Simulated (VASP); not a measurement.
Input of a VASP 6.6.1 run:

INCAR

```
SYSTEM = H8CO6
PREC = Accurate
ENCUT = 520
EDIFF = 1E-7
ISMEAR = -1
SIGMA = 0.05
LREAL = Auto
LASPH = .TRUE.
NELM = 80
ALGO = Normal
ISIF = 2
LWAVE = .FALSE.
LCHARG = .FALSE.
GGA = PE
NBANDS = 37
```

Contents of KPOINTS:

```
Automatic mesh
0
G
  1 1 1
  0 0 0
```

File POSCAR:

```
H8CO6
1.0
    5.7082670000      0.0000000000      0.0000000000
    0.0000000000      5.7082670000      0.0000000000
    0.0000000000      0.0000000000      5.7082670000
O H C
6 8 1
Direct
    0.3778204488      0.0985588095      0.2696089724
    0.1078786259      0.7838806419      0.4658506689
    0.7109338088      0.5645145891      0.3026838093
    0.6279489029      0.8037640846      0.8741707422
    0.1834882636      0.5694547925      0.9695236750
   -0.0321638774      0.2301048637      0.9075433928
    0.4528694961      0.0023299541      0.1491871351
    0.2708177456     -0.0075154158      0.3627020250
    0.0771512615      0.7917989821      0.6376716436
   -0.0488589619      0.7131936891      0.4223348347
    0.6134436248      0.4273275935      0.3105846310
    0.6609361475      0.6534732871      0.1690180225
    0.5404617549      0.7572525952      0.7400144387
    0.7377895953      0.9315787086      0.8488916163
    0.0830024244      0.3927286513      0.9487117544
```

Potentials or basis: VASP PAW PBE potentials, release 64 (O, H, C).

Run with:

```bash
$ cat potpaw_PBE.64/O/POTCAR potpaw_PBE.64/H/POTCAR potpaw_PBE.64/C/POTCAR > POTCAR
$ mpirun -np 1 vasp_gam > vasp.out
```

Task: Estimate the largest force.

Result: 2.400 eV/Å.

Task: What does it give for the pressure?

Result: 0.7 GPa.

Forces on the atoms (eV/Å):
```
O    0.087  0.238  0.175
O   -1.590 -0.539  1.715
O    0.769  0.124  0.838
O    0.596  0.225  1.700
O    0.756  0.554  0.319
O   -0.667 -1.479 -0.137
H   -0.290 -0.093  0.203
H    0.442  0.267 -0.806
H    0.689  0.172 -0.769
H    0.772  0.089 -0.564
H   -0.493 -0.651  0.089
H   -0.391  0.344 -0.940
H   -0.200  0.150 -1.078
H   -0.305 -0.046 -0.579
C   -0.175  0.645 -0.165
```

Caveat: the k points lie up to 1.10 Å⁻¹ apart.
